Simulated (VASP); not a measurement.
Input of a VASP 6.6.1 run:

File INCAR:

```
SYSTEM = HfO2
PREC = Accurate
ENCUT = 520
EDIFF = 1E-6
ISMEAR = 0
SIGMA = 0.05
LREAL = .FALSE.
LASPH = .TRUE.
NELM = 60
ALGO = Normal
ISIF = 2
LWAVE = .FALSE.
LCHARG = .FALSE.
GGA = PE
NBANDS = 43
```

KPOINTS

```
Automatic mesh
0
G
  7 7 3
  0 0 0
```

Contents of POSCAR:

```
HfO2
1.0
    2.5488057606     -2.5488057606      0.0000000000
    2.5488057606      0.0000000000     -2.5488057606
    5.2419490885      5.2419490885      5.2419490885
Hf O
3 6
Direct
    0.0000000000      0.0000000000      0.8104036284
    0.3333333333      0.3333333333      0.4862486601
    0.6666666667      0.6666666667      0.1620936919
    0.6666666667      0.6666666667      0.4052099181
    1.0000000000      0.0000000000      0.0810549498
    0.3333333333      0.3333333333      0.7293648863
    0.6666666667      0.6666666667      0.8914423705
    1.0000000000      1.0000000000      0.5672874022
    0.3333333333      0.3333333333      0.2431324339
```

Potentials or basis: VASP PAW PBE potentials, release 64 (Hf_pv, O).

Command:

```bash
$ cat potpaw_PBE.64/Hf_pv/POTCAR potpaw_PBE.64/O/POTCAR > POTCAR
$ mpirun -np 1 vasp_std > vasp.out
```

**Question.** Predict the largest force.

**Answer.** 0.622 eV/Å.

**Question.** Predict the band gap on the k mesh.

**Answer.** 3.88 eV.

**Question.** Predict the pressure.

**Answer.** -8.1 GPa.

Stress tensor (GPa, compression positive):
```
-8.12 -0.83 -0.83
-0.83 -8.12 -0.83
-0.83 -0.83 -8.12
```

Caveat: spin-orbit coupling is left out, which moves the levels of the heavy elements. A k mesh can miss the band edges.
